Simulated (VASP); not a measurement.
# InSb (F-43m) in VASP: single point with PBEsol

Aim: the single point of InSb with PBEsol.

All numbers are computed with VASP 6.6.1; they aren't measurements. Logs are shortened: lines on timing, memory, paths and dates and some standing lists are left out, and cuts for length are marked.

## (1) The cell of the first run

It takes space group F-43m (No. 216, cubic). The conventional cell has a = 6.559 Å, b = 6.559 Å, c = 6.559 Å, α = 90.00°, β = 90.00°, γ = 90.00°. In (site symmetry -43m) has 4 Sb at 2.84 Å within 3.7 Å. Sb (site symmetry -43m) has 4 In at 2.84 Å within 3.7 Å.

## (2) Single point, PBEsol

Contents of INCAR:

```
  PREC = Accurate
  ENCUT = 520
  EDIFF = 1E-6
  ISMEAR = -1
  SIGMA = 0.02
  LREAL = F
  LASPH = T
  NELM = 80
  ALGO = Normal
  ISIF = 2
  LWAVE = F
  LCHARG = T
  GGA = PS
  LELF = T
  LVHAR = T
  NBANDS = 16
```

Contents of KPOINTS:

```
regular mesh
0
Gamma
  4 4 4
```

Contents of POSCAR:

```
InSb
1.0
    0.0000000000      3.2795130034      3.2795130034
    3.2795130034      0.0000000000      3.2795130034
    3.2795130034      3.2795130034      0.0000000000
In Sb
1 1
Direct
    0.0000000000      0.0000000000      0.0000000000
    0.2500000000      0.2500000000      0.2500000000
```

Potentials or basis: VASP PAW PBE potentials, release 64 (In_d, Sb).

On the command line:

```console
$ cat potpaw_PBE.64/In_d/POTCAR potpaw_PBE.64/Sb/POTCAR > POTCAR
$ mpirun -np 1 vasp_std > vasp.out
```

OUTCAR:

```text
PREC = Accurate
   ENCUT = 520
   EDIFF = 1E-6
   ISMEAR = -1
   LREAL = F
   LASPH = T
   NELM = 80
   ISIF = 2
   GGA = PS

 ion  position               nearest neighbor table
   1  0.000  0.000  0.000-   2 2.84   2 2.84   2 2.84   2 2.84
   2  0.250  0.250  0.250-   1 2.84   1 2.84   1 2.84   1 2.84

  LATTYP: Found a face centered cubic cell.
 ALAT       =     6.5590260068

  Lattice vectors:

 A1 = (   0.0000000000,   3.2795130034,   3.2795130034)
 A2 = (   3.2795130034,   0.0000000000,   3.2795130034)
 A3 = (   3.2795130034,   3.2795130034,   0.0000000000)

Analysis of symmetry for initial positions (statically):
=====================================================================
 Subroutine PRICEL returns:
 Original cell was already a primitive cell.

 Routine SETGRP: Setting up the symmetry group for a
 face centered cubic supercell.

 Subroutine GETGRP returns: Found 24 space group operations
 (whereof 24 operations were pure point group operations)
 out of a pool of 48 trial point group operations.

The static configuration has the point symmetry T_d .

Analysis of symmetry for dynamics (positions and initial velocities):
=====================================================================
 Subroutine PRICEL returns:
 Original cell was already a primitive cell.

 Routine SETGRP: Setting up the symmetry group for a
 face centered cubic supercell.

 Subroutine GETGRP returns: Found 24 space group operations
 (whereof 24 operations were pure point group operations)
 out of a pool of 48 trial point group operations.

The dynamic configuration has the point symmetry T_d .

 Subroutine INISYM returns: Found 24 space group operations
 (whereof 24 operations are pure point group operations),
 and found     1 'primitive' translations

----------------------------------------------------------------------------------------

                                     Primitive cell

  volume of cell :      70.5437

  direct lattice vectors                    reciprocal lattice vectors
     0.000000000  3.279513003  3.279513003    -0.152461661  0.152461661  0.152461661
     3.279513003  0.000000000  3.279513003     0.152461661 -0.152461661  0.152461661
     3.279513003  3.279513003  0.000000000     0.152461661  0.152461661 -0.152461661

  length of vectors
     4.637931767  4.637931767  4.637931767     0.264071343  0.264071343  0.264071343

  position of ions in fractional coordinates (direct lattice)
     0.000000000  0.000000000  0.000000000
     0.250000000  0.250000000  0.250000000

  ion indices of the primitive-cell ions
   primitive index   ion index
                 1           1
                 2           2

----------------------------------------------------------------------------------------

 KPOINTS: regular mesh

Automatic generation of k-mesh.
 Grid dimensions read from file:
 generate k-points for:    4    4    4

 Generating k-lattice:

  Cartesian coordinates                     Fractional coordinates (reciprocal lattice)
    -0.038115415  0.038115415  0.038115415     0.250000000  0.000000000  0.000000000
     0.038115415 -0.038115415  0.038115415     0.000000000  0.250000000  0.000000000
     0.038115415  0.038115415 -0.038115415     0.000000000  0.000000000  0.250000000

  Length of vectors
     0.066017836  0.066017836  0.066017836

  Shift w.r.t. Gamma in fractional coordinates (k-lattice)
     0.000000000  0.000000000  0.000000000

 Subroutine IBZKPT returns following result:
 ===========================================

 Found      8 irreducible k-points:

 Following reciprocal coordinates:
            Coordinates               Weight
  0.000000  0.000000  0.000000      1.000000
  0.250000  0.000000  0.000000      8.000000
  0.500000  0.000000  0.000000      4.000000
  0.250000  0.250000  0.000000      6.000000
  0.500000  0.250000  0.000000     24.000000
 -0.250000  0.250000  0.000000     12.000000
  0.500000  0.500000  0.000000      3.000000
 -0.250000  0.500000  0.250000      6.000000
   k-points           NKPTS =      8   k-points in BZ     NKDIM =      8   number of bands    NBANDS=     16
   number of dos      NEDOS =    301   number of ions     NIONS =      2
   total plane-waves  NPLWV =  46656
   dimension x,y,z NGX =    36 NGY =   36 NGZ =   36
   dimension x,y,z NGXF=    72 NGYF=   72 NGZF=   72
   ions per type =               1   1
   NGX,Y,Z   is equivalent  to a cutoff of  12.90, 12.90, 12.90 a.u.
   NGXF,Y,Z  is equivalent  to a cutoff of  25.81, 25.81, 25.81 a.u.
 SYSTEM =  unknown system
   PREC   = accura    normal or accurate (medium, high low for compatibility)
   ISTART =      0    job   : 0-new  1-cont  2-samecut
   ICHARG =      2    charge: 1-file 2-atom 10-const
   ISPIN  =      1    spin polarized calculation?
   LNONCOLLINEAR =      F non collinear calculations
   LSORBIT =      F    spin-orbit coupling
   LASPH  =      T    aspherical Exc in radial PAW
   ENCUT  =  520.0 eV  38.22 Ry    6.18 a.u.   8.62  8.62  8.62*2*pi/ulx,y,z
   NELM   =     80;   NELMIN=  2; NELMDL= -5     # of ELM steps
   EDIFF  = 0.1E-05   stopping-criterion for ELM
   LREAL  =      F    real-space projection
   EDIFFG = 0.1E-04   stopping-criterion for IOM
   NSW    =      0    number of steps for IOM
   IBRION =     -1    ionic relax: 0-MD 1-quasi-New 2-CG
   NFREE  =      0    steps in history (QN), initial steepest desc. (CG)
   ISIF   =      2    stress and relaxation
   ISYM   =      2    0-nonsym 1-usesym 2-fastsym
   POTIM  = 0.5000    time-step for ionic-motion
   TEBEG  =    0.0;   TEEND  =   0.0 temperature during run
   PSTRESS=    0.0 pullay stress
   NELECT =      18.0000    total number of electrons
   NUPDOWN=      -1.0000    fix difference up-down
   EMIN   =  10.00;   EMAX   =-10.00  energy-range for DOS
   EFERMI =   0.00;   METHOD = LEGACY
   ISMEAR =    -1;   SIGMA  =   0.02  broadening in eV -4-tet -1-fermi 0-gaus
   EFERMI_NEDOS =   21; number of points for ismear=-14 and -15
   IALGO  =     38    algorithm
   IMIX   =      4    mixing-type and parameters
     AMIX     =   0.40;   BMIX     =  1.00
     AMIX_MAG =   1.60;   BMIX_MAG =  1.00
  volume/ion in A,a.u.               =      35.27       238.03
  Fermi-wavevector in a.u.,A,eV,Ry     =   1.038356  1.962208 14.669575  1.078183
  Thomas-Fermi vector in A             =   2.172837
   LORBIT       =      0    0 simple, 1 ext, 2 COOP (PROOUT), +10 PAW based schemes
   GGA     = PS    functional components
   LHFCALC =     F    Hartree Fock is set to
   AEXX    =    0.0000 exact exchange contribution
   IVDW    =     0    specifies the selected vdW correction
   LEPSILON=     F    determine dielectric tensor
   LRPA    =     F    only Hartree local field effects (RPA)
 non-spin polarized calculation
  energy-cutoff  :      520.00
  volume of cell :       70.54
 maximum number of plane-waves:      1924
 NGX is ok and might be reduce to    36
   NGX = 17   NGY = 17   NGZ = 17

 number of electron      18.0000000 magnetization

 Free energy of the ion-electron system (eV)
  ---------------------------------------------------
  ext. energy  EPLUGINS =         0.00000000
  ---------------------------------------------------
  free energy    TOTEN  =        -7.54985103 eV

  energy without entropy =       -7.54865757  energy(sigma->0) =       -7.54925430

 E-fermi :   4.6343     XC(G=0):  -8.6902

 val. band max:        4.6204538801   @ k =   0.0000   0.0000   0.0000
 cond. band min:       5.0154694090   @ k =   0.5000   0.0000   0.0000
 fundamental gap:      0.3950155289
 Fermi energy:         4.6343167698

 k-point     1 :       0.0000    0.0000    0.0000
  band No.  band energies     occupation
      1      -9.8748      2.00000
      2      -9.8748      2.00000
      3      -9.8748      2.00000
      4      -9.7997      2.00000
      5      -9.7997      2.00000
      6      -5.8997      2.00000
      7       4.1430      2.00000
      8       4.6205      1.33333
      9       4.6205      1.33333
     10       4.6205      1.33333
     11       7.5302      0.00000
     12       7.5302      0.00000
     13       7.5302      0.00000
     14      10.1433      0.00000
     15      12.8091      0.00000
     16      12.8091      0.00000

 k-point     2 :       0.2500    0.0000    0.0000
  band No.  band energies     occupation
      1      -9.8957      2.00000
      2      -9.8656      2.00000
      3      -9.8656      2.00000
      4      -9.7998      2.00000
      5      -9.7998      2.00000
      6      -5.3875      2.00000
      7       1.0168      2.00000
      8       4.0499      2.00000
      9       4.0499      2.00000
     10       5.3391      0.00000
     11       8.2430      0.00000
     12       8.2430      0.00000
     13       9.1608      0.00000
     14      11.3399      0.00000
     15      11.8190      0.00000
     16      11.8190      0.00000

 k-point     3 :       0.5000    0.0000    0.0000
  band No.  band energies     occupation
      1      -9.9161      2.00000
      2      -9.8582      2.00000
      3      -9.8582      2.00000
      4      -9.7980      2.00000
      5      -9.7980      2.00000
      6      -4.6116      2.00000
      7      -0.8843      2.00000
      8       3.6574      2.00000
      9       3.6574      2.00000
     10       5.0155      0.00000
     11       8.3677      0.00000
     12       8.3677      0.00000
     13      10.5812      0.00000
     14      12.5924      0.00000
     15      13.6508      0.00000
     16      13.6508      0.00000

 k-point     4 :       0.2500    0.2500    0.0000
  band No.  band energies     occupation
      1      -9.9119      2.00000
      2      -9.8556      2.00000
      3      -9.8556      2.00000
      4      -9.8073      2.00000
      5      -9.7955      2.00000
      6      -5.2072      2.00000
      7       0.9274      2.00000
      8       3.2504      2.00000
      9       3.2504      2.00000
     10       6.1301      0.00000
     11       6.9979      0.00000
     12       9.7930      0.00000
     13       9.7930      0.00000
     14      10.4873      0.00000
     15      13.1717      0.00000
     16      13.4318      0.00000

 k-point     5 :       0.5000    0.2500    0.0000
  band No.  band energies     occupation
      1      -9.9284      2.00000
      2      -9.8494      2.00000
      3      -9.8464      2.00000
      4      -9.8074      2.00000
      5      -9.7955      2.00000
      6      -4.3801      2.00000
      7      -0.7421      2.00000
      8       2.0535      2.00000
      9       2.9582      2.00000
     10       6.3006      0.00000
     11       8.1698      0.00000
     12       9.5453      0.00000
     13      10.1098      0.00000
     14      12.7353      0.00000
     15      13.8920      0.00000
     16      14.1344      0.00000

 k-point     6 :      -0.2500    0.2500    0.0000
  band No.  band energies     occupation
      1      -9.9167      2.00000
      2      -9.8549      2.00000
      3      -9.8548      2.00000
      4      -9.8013      2.00000
      5      -9.7998      2.00000
      6      -4.6858      2.00000
      7      -0.2547      2.00000
      8       1.9769      2.00000
      9       3.6051      2.00000
     10       6.5230      0.00000
     11       8.9478      0.00000
     12       9.0418      0.00000
     13       9.2141      0.00000
     14      11.3825      0.00000
     15      12.6141      0.00000
     16      14.2663      0.00000

 k-point     7 :       0.5000    0.5000    0.0000
  band No.  band energies     occupation
      1      -9.9456      2.00000
      2      -9.8359      2.00000
      3      -9.8359      2.00000
      4      -9.8165      2.00000
      5      -9.7914      2.00000
      6      -4.0390      2.00000
      7      -1.1932      2.00000
      8       2.4516      2.00000
      9       2.4516      2.00000
     10       5.8904      0.00000
     11       5.9195      0.00000
     12      12.5108      0.00000
     13      12.5108      0.00000
     14      13.0979      0.00000
     15      14.7597      0.00000
     16      14.8072      0.00000

 k-point     8 :      -0.2500    0.5000    0.2500
  band No.  band energies     occupation
      1      -9.9338      2.00000
      2      -9.8495      2.00000
      3      -9.8382      2.00000
      4      -9.8078      2.00000
      5      -9.7974      2.00000
      6      -4.0064      2.00000
      7      -1.0924      2.00000
      8       1.8708      2.00000
      9       1.9976      2.00000
     10       7.9612      0.00000
     11       8.5171      0.00000
     12       8.6996      0.00000
     13       9.4616      0.00000
     14      13.3637      0.00000
     15      14.1927      0.00000
     16      14.8668      0.00000

------------------------ aborting loop because EDIFF is reached ----------------------------------------

  FORCE on cell =-STRESS in cart. coord.  units (eV):
  Direction    XX          YY          ZZ          XY          YZ          ZX
  --------------------------------------------------------------------------------------
  -------------------------------------------------------------------------------------
  Total       -0.1129499     -0.1129499     -0.1129499     -0.0000000      0.0000000     -0.0000000
  in kB       -2.5653006     -2.5653006     -2.5653006     -0.0000000      0.0000000     -0.0000000
  external PRESSURE =      -2.5653006 kB  Pullay stress =       0.0000000 kB

 VOLUME and BASIS-vectors are now :
 -----------------------------------------------------------------------------
  energy-cutoff  :      520.00
  volume of cell :       70.54
      direct lattice vectors                 reciprocal lattice vectors
     0.000000000  3.279513003  3.279513003    -0.152461661  0.152461661  0.152461661
     3.279513003  0.000000000  3.279513003     0.152461661 -0.152461661  0.152461661
     3.279513003  3.279513003  0.000000000     0.152461661  0.152461661 -0.152461661

 POSITION                                       TOTAL-FORCE (eV/Angst)
 -----------------------------------------------------------------------------------
      0.00000      0.00000      0.00000        -0.000000     -0.000000     -0.000000
      1.63976      1.63976      1.63976         0.000000      0.000000      0.000000
 -----------------------------------------------------------------------------------
    total drift:                               -0.000000     -0.000000     -0.000000

  FREE ENERGIE OF THE ION-ELECTRON SYSTEM (eV)
  ---------------------------------------------------
  free  energy   TOTEN  =        -7.5498510318 eV

  energy  without entropy=       -7.5486575674  energy(sigma->0) =       -7.54925430
```

Wall time 9.4 s (1 thread of Intel Xeon 6975P-C, shared host); peak memory 0.2 GiB.

What came out:

| Property | Result |
| --- | --- |
| Free energy | -7.5499 eV |
| Pressure | -0.3 GPa |
| Band gap on the k mesh | zero (filled and empty bands touch) |

Caveat: the k points lie up to 0.41 Å⁻¹ apart; the PAW data sets were made with another functional, which shifts forces and pressure a little; spin-orbit coupling is left out, which moves the levels of the heavy elements.
